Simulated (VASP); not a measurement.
Write the native input for VASP 6.6.1 that does the following.

| Item | Value |
| --- | --- |
| Task | single point |
| Functional | r2SCAN |
| Potentials or basis | VASP PAW PBE potentials, release 64 (Pt) |
| Cutoff | 520 eV |
| k mesh | 8 × 8 × 8 |
| Occupations | fermi-dirac, width 0.05 eV |
| Spin | no spin polarisation |
| Dipole correction | no |
| Further INCAR settings | ALGO = Normal; EDIFF = 1e-07; NBANDS = 11 |

Pt:

```
Pt
1.0
     2.53795    0.00000    0.00000
     0.00000    2.53795    0.00000
     0.00000    0.00000    2.53795
Pt
1
Cartesian
  0.0000 0.0000 0.0000
```

The input as run:

POSCAR

```
Pt
1.0
    2.5379451879      0.0000000000      0.0000000000
    0.0000000000      2.5379451879      0.0000000000
    0.0000000000      0.0000000000      2.5379451879
Pt
1
Direct
    0.0000000000      0.0000000000      0.0000000000
```

INCAR.step1

```
SYSTEM = Pt
PREC     = Accurate       ! precision mode
ENCUT    = 520            ! plane-wave cutoff, eV
ISMEAR   = -1             ! smearing method
SIGMA    = 0.05           ! smearing width, eV
LREAL    = .False.        ! projectors in reciprocal space
LASPH    = .True.         ! aspherical terms in the spheres
NELM     = 80             ! most SCF steps
NBANDS   = 11             ! bands
GGA      = PE             ! functional
ALGO     = Normal         ! electronic algorithm
EDIFF    = 1E-4           ! SCF threshold, eV
LWAVE    = .True.         ! write WAVECAR
LCHARG   = .False.        ! write CHGCAR
```

INCAR.step2

```
SYSTEM = Pt
PREC     = Accurate       ! precision mode
ENCUT    = 520            ! plane-wave cutoff, eV
EDIFF    = 1E-7           ! SCF threshold, eV
ISMEAR   = -1             ! smearing method
SIGMA    = 0.05           ! smearing width, eV
LREAL    = .False.        ! projectors in reciprocal space
LASPH    = .True.         ! aspherical terms in the spheres
NELM     = 80             ! most SCF steps
ALGO     = Normal         ! electronic algorithm
ISIF     = 2              ! what is computed and relaxed
LWAVE    = .False.        ! write WAVECAR
LCHARG   = .False.        ! write CHGCAR
METAGGA  = R2SCAN         ! meta-GGA
LMIXTAU  = .True.       
NBANDS   = 11             ! bands
ISTART   = 1
```

KPOINTS

```
Automatic mesh
0
Gamma
  8 8 8
  0 0 0
```

Potentials or basis: VASP PAW PBE potentials, release 64 (Pt).

The run is started by

```console
$ cat potpaw_PBE.64/Pt/POTCAR > POTCAR
$ cp INCAR.step1 INCAR
$ mpirun -np 1 vasp_std > vasp.out
$ cp INCAR.step2 INCAR
$ mpirun -np 1 vasp_std > vasp.out
```

Results of the run:

The pressure is 20.8 GPa and the band gap on the k mesh is zero (band 5 reaches 12.21 eV, above the bottom of band 6 at 8.46 eV).

Caveat: the PAW data sets were made with another functional, which shifts forces and pressure a little; spin-orbit coupling is left out, which moves the levels of the heavy elements.

Wall time 10 s on 1 thread of Intel(R) Xeon(R) 6975P-C (Granite Rapids), on a shared host, peak memory 0.12 GiB.
